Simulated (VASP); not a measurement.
The system is PbSe2.

```
Pb Se
1.0
     0.00000    3.37606    3.37606
     3.37606    0.00000    3.37606
     3.37606    3.37606    0.00000
Pb Se
1 2
Cartesian
  0.0000 0.0000 0.0000
  1.6880 1.6880 1.6880
  5.0641 5.0641 5.0641
```

```yaml
Program: VASP 6.6.1
Task: relaxation of cell and atoms
Functional: PBE
Potentials_or_basis: VASP PAW PBE potentials, release 64 (Pb_d, Se)
Cutoff: 600 eV
k_mesh: 6 × 6 × 6
Occupations: fermi-dirac, width 0.02 eV
Spin: no spin polarisation
```

At the start: pressure 9.4 GPa; volume 25.65 Å³/atom.

Q: Where does the relaxation end?

A: Over 3 steps the energy falls by 112.0 meV/atom and the volume is 30.09 Å³/atom (+17.3 %); space group Fm-3m (No. 225, to 0.1 Å) before and after.

The path:
```tsv
step	energy change (eV)	largest force (eV/Å)	pressure (GPa)	volume (Å³)
1	0.0000	0.0000	9.38	76.96
2	-0.3107	0.0000	-1.64	94.92
3	-0.3359	0.0000	0.03	90.27
```

Final structure:
```cif
data_structure
_symmetry_space_group_name_H-M 'P 1'
_symmetry_Int_Tables_number 1
_cell_length_a 5.0353
_cell_length_b 5.0353
_cell_length_c 5.0353
_cell_angle_alpha 60.000
_cell_angle_beta 60.000
_cell_angle_gamma 60.000
_cell_volume 90.27
loop_
_atom_site_label
_atom_site_type_symbol
_atom_site_fract_x
_atom_site_fract_y
_atom_site_fract_z
_atom_site_occupancy
Pb1 Pb 0.00000 0.00000 0.00000 1
Se1 Se 0.25000 0.25000 0.25000 1
Se2 Se 0.75000 0.75000 0.75000 1
```

Caveat: the volume moved by over 15 % at a fixed basis, so the end points are rough; the structure was generated, so it needn't be the stable form of PbSe2.
